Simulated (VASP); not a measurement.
# Rh (P6_3/mmc) in VASP: further runs

Rh is run at these levels: PBE; tasks: single point, relaxation of cell and atoms.

Program: VASP 6.6.1. These are calculated values, not measurements. Logs are shortened: lines on timing, memory, paths and dates and some standing lists are left out, and cuts for length are marked.

### Step 1. The cell of the first run

It takes space group P6_3/mmc (No. 194, hexagonal). Conventional cell: a = 2.724 Å, b = 2.724 Å, c = 4.389 Å, α = 90.00°, β = 90.00°, γ = 120.00°. Within 3.6 Å of Rh (site symmetry -6m2) lie 12 Rh at 2.70 to 2.72 Å.

This isn't the form of Rh at room conditions, which is fcc.

### Step 2. Single point, PBE

File INCAR:

```
SYSTEM = Rh
  ALGO = Normal
  EDIFF = 1E-6
  ENCUT = 520
  GGA = PE
  ISIF = 2
  ISMEAR = -1
  LASPH = .True.
  LCHARG = .False.
  LREAL = .False.
  LWAVE = .False.
  NBANDS = 22
  NELM = 60
  PREC = Accurate
  SIGMA = 0.05
```

File KPOINTS:

```
k-points
0
Gamma
  17 17 10
  0 0 0
```

File POSCAR:

```
Rh
1.0
    2.7240324561      0.0000000000      0.0000000000
   -1.3620162280      2.3590813077      0.0000000000
    0.0000000000      0.0000000000      4.3891632382
Rh
2
Direct
    0.3333333333      0.6666666667      0.2500000000
    0.6666666667      0.3333333333      0.7500000000
```

Potentials or basis: VASP PAW PBE potentials, release 64 (Rh_pv).

Run with:

```
$ cat potpaw_PBE.64/Rh_pv/POTCAR > POTCAR
$ mpirun -np 1 vasp_std > vasp.out
```

OUTCAR:

```text
SYSTEM = Rh
   EDIFF = 1E-6
   ENCUT = 520
   GGA = PE
   ISIF = 2
   ISMEAR = -1
   LASPH = .True.
   LREAL = .False.
   NELM = 60
   PREC = Accurate

 ion  position               nearest neighbor table
   1  0.333  0.667  0.250-   2 2.70   2 2.70   2 2.70   2 2.70   2 2.70   2 2.70
   2  0.667  0.333  0.750-   1 2.70   1 2.70   1 2.70   1 2.70   1 2.70   1 2.70

  LATTYP: Found a hexagonal cell.
 ALAT       =     2.7240324561
 C/A-ratio  =     1.6112742080

  Lattice vectors:

 A1 = (   2.7240324561,   0.0000000000,   0.0000000000)
 A2 = (  -1.3620162280,   2.3590813077,   0.0000000000)
 A3 = (   0.0000000000,   0.0000000000,   4.3891632382)

Analysis of symmetry for initial positions (statically):
=====================================================================
 Subroutine PRICEL returns:
 Original cell was already a primitive cell.

 Routine SETGRP: Setting up the symmetry group for a
 hexagonal supercell.

 Subroutine GETGRP returns: Found 24 space group operations
 (whereof 12 operations were pure point group operations)
 out of a pool of 24 trial point group operations.

The static configuration has the point symmetry D_3d.
 The point group associated with its full space group is D_6h.

Analysis of symmetry for dynamics (positions and initial velocities):
=====================================================================
 Subroutine PRICEL returns:
 Original cell was already a primitive cell.

 Routine SETGRP: Setting up the symmetry group for a
 hexagonal supercell.

 Subroutine GETGRP returns: Found 24 space group operations
 (whereof 12 operations were pure point group operations)
 out of a pool of 24 trial point group operations.

The dynamic configuration has the point symmetry D_3d.
 The point group associated with its full space group is D_6h.

 Subroutine INISYM returns: Found 24 space group operations
 (whereof 12 operations are pure point group operations),
 and found     1 'primitive' translations

----------------------------------------------------------------------------------------

                                     Primitive cell

  volume of cell :      28.2057

  direct lattice vectors                    reciprocal lattice vectors
     2.724032456  0.000000000  0.000000000     0.367102821  0.211946913  0.000000000
    -1.362016228  2.359081308  0.000000000     0.000000000  0.423893825  0.000000000
     0.000000000  0.000000000  4.389163238     0.000000000  0.000000000  0.227833859

  length of vectors
     2.724032456  2.724032456  4.389163238     0.423893825  0.423893825  0.227833859

  position of ions in fractional coordinates (direct lattice)
     0.333333333  0.666666667  0.250000000
     0.666666667  0.333333333  0.750000000

  ion indices of the primitive-cell ions
   primitive index   ion index
                 1           1
                 2           2

----------------------------------------------------------------------------------------

 KPOINTS: k-points

Automatic generation of k-mesh.
 Grid dimensions read from file:
 generate k-points for:   17   17   10

 Generating k-lattice:

  Cartesian coordinates                     Fractional coordinates (reciprocal lattice)
     0.021594284  0.012467465  0.000000000     0.058823529 -0.000000000  0.000000000
     0.000000000  0.024934931  0.000000000     0.000000000  0.058823529  0.000000000
     0.000000000  0.000000000  0.022783386     0.000000000  0.000000000  0.100000000

  Length of vectors
     0.024934931  0.024934931  0.022783386

  Shift w.r.t. Gamma in fractional coordinates (k-lattice)
     0.000000000  0.000000000  0.000000000

 Subroutine IBZKPT returns following result:
 ===========================================

 Found    198 irreducible k-points:

 Following reciprocal coordinates:
            Coordinates               Weight
  0.000000  0.000000  0.000000      1.000000
  0.058824 -0.000000  0.000000      6.000000
  0.117647 -0.000000  0.000000      6.000000
  0.176471 -0.000000  0.000000      6.000000
  0.235294 -0.000000  0.000000      6.000000
  0.294118 -0.000000  0.000000      6.000000
[... 16 lines left out ...]
  0.411765  0.117647  0.000000     12.000000
  0.176471  0.176471  0.000000      6.000000
 [... further k-points ...]
   k-points           NKPTS =    198   k-points in BZ     NKDIM =    198   number of bands    NBANDS=     22
   number of dos      NEDOS =    301   number of ions     NIONS =      2
   total plane-waves  NPLWV =  14400
   dimension x,y,z NGX =    20 NGY =   20 NGZ =   36
   dimension x,y,z NGXF=    40 NGYF=   40 NGZF=   72
   ions per type =               2
   NGX,Y,Z   is equivalent  to a cutoff of  12.21, 12.21, 13.64 a.u.
   NGXF,Y,Z  is equivalent  to a cutoff of  24.41, 24.41, 27.27 a.u.
 SYSTEM =  Rh
   PREC   = accura    normal or accurate (medium, high low for compatibility)
   ISTART =      0    job   : 0-new  1-cont  2-samecut
   ICHARG =      2    charge: 1-file 2-atom 10-const
   ISPIN  =      1    spin polarized calculation?
   LNONCOLLINEAR =      F non collinear calculations
   LSORBIT =      F    spin-orbit coupling
   LASPH  =      T    aspherical Exc in radial PAW
   ENCUT  =  520.0 eV  38.22 Ry    6.18 a.u.   5.06  5.06  8.16*2*pi/ulx,y,z
   NELM   =     60;   NELMIN=  2; NELMDL= -5     # of ELM steps
   EDIFF  = 0.1E-05   stopping-criterion for ELM
   LREAL  =      F    real-space projection
   EDIFFG = 0.1E-04   stopping-criterion for IOM
   NSW    =      0    number of steps for IOM
   IBRION =     -1    ionic relax: 0-MD 1-quasi-New 2-CG
   NFREE  =      0    steps in history (QN), initial steepest desc. (CG)
   ISIF   =      2    stress and relaxation
   ISYM   =      2    0-nonsym 1-usesym 2-fastsym
   POTIM  = 0.5000    time-step for ionic-motion
   TEBEG  =    0.0;   TEEND  =   0.0 temperature during run
   PSTRESS=    0.0 pullay stress
   NELECT =      30.0000    total number of electrons
   NUPDOWN=      -1.0000    fix difference up-down
   EMIN   =  10.00;   EMAX   =-10.00  energy-range for DOS
   EFERMI =   0.00;   METHOD = LEGACY
   ISMEAR =    -1;   SIGMA  =   0.05  broadening in eV -4-tet -1-fermi 0-gaus
   EFERMI_NEDOS =   21; number of points for ismear=-14 and -15
   IALGO  =     38    algorithm
   IMIX   =      4    mixing-type and parameters
     AMIX     =   0.40;   BMIX     =  1.00
     AMIX_MAG =   1.60;   BMIX_MAG =  1.00
  volume/ion in A,a.u.               =      14.10        95.17
  Fermi-wavevector in a.u.,A,eV,Ry     =   1.671102  3.157925 37.995380  2.792582
  Thomas-Fermi vector in A             =   2.756483
   LORBIT       =      0    0 simple, 1 ext, 2 COOP (PROOUT), +10 PAW based schemes
   GGA     = PE    functional components
   LHFCALC =     F    Hartree Fock is set to
   AEXX    =    0.0000 exact exchange contribution
   IVDW    =     0    specifies the selected vdW correction
   LEPSILON=     F    determine dielectric tensor
   LRPA    =     F    only Hartree local field effects (RPA)
 non-spin polarized calculation
  energy-cutoff  :      520.00
  volume of cell :       28.21
 maximum number of plane-waves:       778
   NGX = 11   NGY = 11   NGZ = 17

 number of electron      30.0000011 magnetization

 Free energy of the ion-electron system (eV)
  ---------------------------------------------------
  ext. energy  EPLUGINS =         0.00000000
  ---------------------------------------------------
  free energy    TOTEN  =       -14.45320087 eV

  energy without entropy =      -14.42464732  energy(sigma->0) =      -14.43892409

 E-fermi :  11.5425     XC(G=0): -13.8663

 val. band max:       11.5380901498   @ k =   0.0588  -0.0000   0.4000
 cond. band min:      11.5445353745   @ k =   0.0000   0.0000   0.3000
 fundamental gap:      0.0064452248
 Fermi energy:        11.5425415934

 k-point     1 :       0.0000    0.0000    0.0000
  band No.  band energies     occupation
      1     -35.5745      2.00000
      2     -34.9669      2.00000
      3     -34.9669      2.00000
      4     -34.8817      2.00000
      5     -34.8663      2.00000
      6     -34.8663      2.00000
[... 14 lines left out ...]
     21      29.6888      0.00000
     22      30.2303      0.00000

 k-point     2 :       0.0588   -0.0000    0.0000
  band No.  band energies     occupation
      1     -35.5671      2.00000
      2     -34.9835      2.00000
      3     -34.9724      2.00000
      4     -34.8848      2.00000
      5     -34.8835      2.00000
      6     -34.8689      2.00000
[... 14 lines left out ...]
     21      29.8229      0.00000
     22      30.3186      0.00000

 k-point     3 :       0.1176   -0.0000    0.0000
  band No.  band energies     occupation
      1     -35.5455      2.00000
      2     -35.0309      2.00000
      3     -34.9878      2.00000
      4     -34.9325      2.00000
      5     -34.8943      2.00000
      6     -34.8765      2.00000
[... 14 lines left out ...]
     21      30.1677      0.00000
     22      30.2079      0.00000

 k-point     4 :       0.1765   -0.0000    0.0000
  band No.  band energies     occupation
      1     -35.5111      2.00000
      2     -35.1028      2.00000
      3     -35.0105      2.00000
      4     -35.0057      2.00000
      5     -34.9102      2.00000
      6     -34.8885      2.00000
[... 14 lines left out ...]
     21      30.0653      0.00000
     22      30.1452      0.00000

 k-point     5 :       0.2353   -0.0000    0.0000
  band No.  band energies     occupation
      1     -35.4665      2.00000
      2     -35.1897      2.00000
      3     -35.0923      2.00000
      4     -35.0373      2.00000
      5     -34.9325      2.00000
      6     -34.9036      2.00000
[... 14 lines left out ...]
     21      28.6027      0.00000
     22      29.1067      0.00000

 k-point     6 :       0.2941   -0.0000    0.0000
  band No.  band energies     occupation
      1     -35.4152      2.00000
      2     -35.2797      2.00000
      3     -35.1801      2.00000
      4     -35.0644      2.00000
      5     -34.9607      2.00000
      6     -34.9196      2.00000
[... 14 lines left out ...]
     21      27.1925      0.00000
     22      28.0057      0.00000

 k-point     7 :       0.3529   -0.0000    0.0000
  band No.  band energies     occupation
      1     -35.3619      2.00000
      2     -35.3608      2.00000
      3     -35.2576      2.00000
      4     -35.0884      2.00000
      5     -34.9931      2.00000
      6     -34.9344      2.00000
[... 324 lines left out ...]
      6     -34.9534      2.00000
[... 14 lines left out ...]
     21      25.3022      0.00000
     22      28.0549      0.00000

 k-point    21 :       0.2941    0.1176    0.0000
  band No.  band energies     occupation
      1     -35.3495      2.00000
      2     -35.3459      2.00000
      3     -35.2677      2.00000
      4     -35.1069      2.00000
      5     -35.0035      2.00000
      6     -34.9725      2.00000
[... 14 lines left out ...]
     21      24.2725      0.00000
     22      27.2470      0.00000

 k-point    22 :       0.3529    0.1176    0.0000
  band No.  band energies     occupation
      1     -35.4056      2.00000
      2     -35.3072      2.00000
      3     -35.2976      2.00000
      4     -35.1350      2.00000
      5     -35.0371      2.00000
      6     -34.9868      2.00000
[... 14 lines left out ...]
     21      23.4410      0.00000
     22      26.5390      0.00000

 k-point    23 :       0.4118    0.1176    0.0000
  band No.  band energies     occupation
      1     -35.4356      2.00000
      2     -35.3283      2.00000
      3     -35.2652      2.00000
      4     -35.1500      2.00000
      5     -35.0616      2.00000
      6     -34.9944      2.00000
[... 14 lines left out ...]
     21      22.9604      0.00000
     22      25.9558      0.00000

 k-point    24 :       0.1765    0.1765    0.0000
  band No.  band energies     occupation
      1     -35.4030      2.00000
      2     -35.2405      2.00000
      3     -35.2298      2.00000
      4     -35.0593      2.00000
      5     -34.9677      2.00000
      6     -34.9651      2.00000
[... 14 lines left out ...]
     21      24.4011      0.00000
     22      28.2821      0.00000

 [... further k-points ...]

------------------------ aborting loop because EDIFF is reached ----------------------------------------

  FORCE on cell =-STRESS in cart. coord.  units (eV):
  Direction    XX          YY          ZZ          XY          YZ          ZX
  --------------------------------------------------------------------------------------
  -------------------------------------------------------------------------------------
  Total       -0.0005787     -0.0005787      0.0006368     -0.0000000      0.0000000      0.0000000
  in kB       -0.0328711     -0.0328711      0.0361719     -0.0000000      0.0000000      0.0000000
  external PRESSURE =      -0.0098567 kB  Pullay stress =       0.0000000 kB

 VOLUME and BASIS-vectors are now :
 -----------------------------------------------------------------------------
  energy-cutoff  :      520.00
  volume of cell :       28.21
      direct lattice vectors                 reciprocal lattice vectors
     2.724032456  0.000000000  0.000000000     0.367102821  0.211946913  0.000000000
    -1.362016228  2.359081308  0.000000000     0.000000000  0.423893825  0.000000000
     0.000000000  0.000000000  4.389163238     0.000000000  0.000000000  0.227833859

 POSITION                                       TOTAL-FORCE (eV/Angst)
 -----------------------------------------------------------------------------------
     -0.00000      1.57272      1.09729        -0.000000     -0.000000      0.000000
      1.36202      0.78636      3.29187         0.000000      0.000000      0.000000
 -----------------------------------------------------------------------------------
    total drift:                                0.000000     -0.000000      0.000000

  FREE ENERGIE OF THE ION-ELECTRON SYSTEM (eV)
  ---------------------------------------------------
  free  energy   TOTEN  =       -14.4532008692 eV

  energy  without entropy=      -14.4246473199  energy(sigma->0) =      -14.43892409
```

It took 2.2 min on 1 thread of Intel Xeon 8259CL, shared host; peak memory 0.21 GiB.

What came out:

```
Free energy            : -14.4532 eV
Pressure               : 0.0 GPa
Band gap on the k mesh : zero (bands 15 and 16 overlap by 2.31 eV)
```

### Step 3. Single point, PBE

File INCAR:

```
PREC     = Accurate       # precision mode
ENCUT    = 520            # plane-wave cutoff, eV
EDIFF    = 1E-6           # SCF threshold, eV
ISMEAR   = -1             # smearing method
SIGMA    = 0.05           # smearing width, eV
LREAL    = False          # projectors in reciprocal space
LASPH    = True           # aspherical terms in the spheres
NELM     = 60             # most SCF steps
ALGO     = Normal         # electronic algorithm
ISIF     = 2              # what is computed and relaxed
LWAVE    = False          # write WAVECAR
LCHARG   = True           # write CHGCAR
GGA      = PE             # functional
LELF     = True           # ELF
LVHAR    = True         
NBANDS   = 22             # bands
```

File KPOINTS:

```
regular mesh
0
Gamma
  17 17 10
```

File POSCAR:

```
Rh
1.0
    2.7239554086      0.0000000000      0.0000000000
   -1.3619777043      2.3590145826      0.0000000000
    0.0000000000      0.0000000000      4.3881687291
Rh
2
Direct
    0.3333333333      0.6666666667      0.2500000000
    0.6666666667      0.3333333333      0.7500000000
```

Potentials or basis: VASP PAW PBE potentials, release 64 (Rh_pv).

Run with:

```
$ cat potpaw_PBE.64/Rh_pv/POTCAR > POTCAR
$ mpirun -np 1 vasp_std > vasp.out
```

It took 2.2 min on 1 thread of Intel Xeon 8259CL, shared host; peak memory 0.22 GiB.

Results (log left out):

```yaml
Free_energy: -14.4532 eV
Pressure: 0.1 GPa
Band_gap_on_the_k_mesh: zero (bands 15 and 16 overlap by 2.31 eV)
```

Levels at points of the mesh, in eV from the Fermi level:
| k point | band 13 | band 14 | band 15 | band 16 | band 17 | band 18 |
| --- | --- | --- | --- | --- | --- | --- |
| (0.00, 0.00, 0.00) | -2.41 | -1.87 | -1.87 | 0.12 | 0.12 | 0.79 |
| (0.00, 0.00, 0.50) | -3.04 | -3.04 | -0.43 | -0.43 | -0.43 | -0.43 |

### Step 4. Relaxation of cell and atoms, PBE

This run uses another cell than the first one, of 14.05 Å³/atom.

File INCAR:

```
SYSTEM = Rh
PREC = Accurate
ENCUT = 600
EDIFF = 1E-6
ISMEAR = -1
SIGMA = 0.05
LREAL = .FALSE.
LASPH = .TRUE.
NELM = 100
ALGO = Normal
ISIF = 3
LWAVE = .FALSE.
LCHARG = .FALSE.
GGA = PE
IBRION = 2
NSW = 60
EDIFFG = -0.005
```

File KPOINTS:

```
Automatic mesh
0
G
  17 17 10
  0 0 0
```

File POSCAR:

```
Rh
1.0
    2.7157318845      0.0000000000      0.0000000000
   -1.3578659422      2.3518928018      0.0000000000
    0.0000000000      0.0000000000      4.3994856529
Rh
2
Direct
    0.3333333333      0.6666666667      0.2500000000
    0.6666666667      0.3333333333      0.7500000000
```

Run with:

```
$ cat potpaw_PBE.64/Rh_pv/POTCAR > POTCAR
$ mpirun -np 1 vasp_std > vasp.out
```

Run time: 6.2 min. Hardware: 1 thread of Intel Xeon 8259CL, shared host; peak memory 0.25 GiB.

The run converged. Its results:

```
Free energy                           : -14.4535 eV
Relaxed volume                        : 14.10 Å³/atom
Relaxed cell                          : a = 2.724 Å, b = 2.724 Å, c = 4.389 Å, α = 90.00°, β = 90.00°, γ = 120.00°
Space group after relaxing (to 0.1 Å) : P6_3/mmc (No. 194)
Energy gained by relaxing             : 0.3 meV/atom
Ionic steps                           : 6
Pressure after relaxing               : 0.0 GPa
Band gap on the k mesh                : zero (bands 15 and 16 overlap by 2.31 eV)
```

The path:
```csv
step,energy change (eV),largest force (eV/Å),pressure (GPa),volume (Å³)
1,0.0000,0.0000,0.82,28.10
2,0.0005,0.0000,-1.77,28.39
3,-0.0005,0.0000,-0.30,28.22
4,-0.0006,0.0000,0.10,28.19
5,-0.0007,0.0000,-0.05,28.20
6,-0.0007,0.0000,-0.01,28.20
```

Final structure:
```xyz
2
Lattice="2.7238 0.0000 0.0000 -1.3619 2.3589 0.0000 0.0000 0.0000 4.3886" Properties=species:S:1:pos:R:3 pbc="T T T"
Rh    0.0000    1.5726    1.0971
Rh    1.3619    0.7863    3.2914
```

Levels at points of the mesh, in eV from the Fermi level:
| k point | band 12 | band 13 | band 14 | band 15 | band 16 | band 17 | band 18 | band 19 |
| --- | --- | --- | --- | --- | --- | --- | --- | --- |
| (0.00, 0.00, 0.00) | -2.42 | -2.42 | -1.87 | -1.87 | 0.12 | 0.12 | 0.78 | 8.43 |
| (0.00, 0.00, 0.50) | -3.04 | -3.04 | -3.04 | -0.43 | -0.43 | -0.43 | -0.43 | 14.77 |

### Step 5. The runs side by side

```csv
task,cell,cutoff (eV),gap on the mesh (eV),pressure (GPa)
single point,"a = 2.724, b = 2.724, c = 4.389 Å, angles 90.0, 90.0, 120.0°, 2 atoms",520,none,0.0
single point,"a = 2.724, b = 2.724, c = 4.388 Å, angles 90.0, 90.0, 120.0°, 2 atoms",520,none,0.1
relaxation of cell and atoms,"relaxed from a = 2.716, b = 2.716, c = 4.399 Å, angles 90.0, 90.0, 120.0°, 2 atoms",600,none,0.0
```

Alike in all rows: level PBE; potentials or basis VASP PAW PBE potentials, release 64 (Rh_pv); no spin polarisation; k mesh 17 × 17 × 10; smearing fermi-dirac 0.05 eV.

Absolute energies hang on the potentials; compare differences alone.
